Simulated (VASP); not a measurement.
The system is MgZn4O.

```
Mg Zn O
1.0
    -3.16500    3.16500    2.00500
     3.16500   -3.16500    2.00500
     3.16500    3.16500   -2.00500
Mg Zn O
1 4 1
Direct
  0.00000 0.00000 0.00000
  0.80000 0.40000 0.20000
  0.20000 0.60000 0.80000
  0.60000 0.80000 0.40000
  0.40000 0.20000 0.60000
  0.50000 0.50000 0.00000
```

- Program: VASP 6.6.1
- Task: relaxation of cell and atoms
- Functional: PBE
- Potentials or basis: VASP PAW PBE potentials, release 64 (Mg, Zn, O)
- Cutoff: 600 eV
- k mesh: 5 × 5 × 5
- Occupations: gaussian, width 0.2 eV
- Spin: no spin polarisation

At the start: pressure 13.8 GPa; volume 13.39 Å³/atom.

Where does the relaxation end?

Over 7 steps the energy falls by 150.7 meV/atom and the volume is 15.01 Å³/atom (+12.1 %); space group I4/m (No. 87, to 0.1 Å) before and after.

The path:
```tsv
step	energy change (eV)	largest force (eV/Å)	pressure (GPa)	volume (Å³)
1	0.0000	1.9409	13.79	80.34
2	-0.8092	0.2853	-2.77	94.44
3	-0.8135	0.3596	-1.99	93.19
4	-0.8761	0.2499	-0.78	91.25
5	-0.8986	0.1306	0.71	89.36
6	-0.8986	0.1254	0.79	89.29
7	-0.9044	0.0519	0.22	90.05
```

Final structure:
```yaml
crystal:
  lattice:
    - [-3.37457, 3.37457, 1.97695]
    - [3.37457, -3.37457, 1.97695]
    - [3.37457, 3.37457, -1.97695]
  atoms:
    - { symbol: Mg, position: [0.00000, 0.00000, 0.00000] }
    - { symbol: Zn, position: [0.82114, 0.39700, 0.21814] }
    - { symbol: Zn, position: [0.17886, 0.60300, 0.78186] }
    - { symbol: Zn, position: [0.60300, 0.82114, 0.42414] }
    - { symbol: Zn, position: [0.39700, 0.17886, 0.57586] }
    - { symbol: O, position: [0.50000, 0.50000, 0.00000] }
```

Caveat: the k points lie up to 0.37 Å⁻¹ apart in the final cell, too coarse for converged energies and pressures of a metal; the relaxation stopped at a loose force limit of 0.08 eV/Å, so its end isn't a converged minimum.
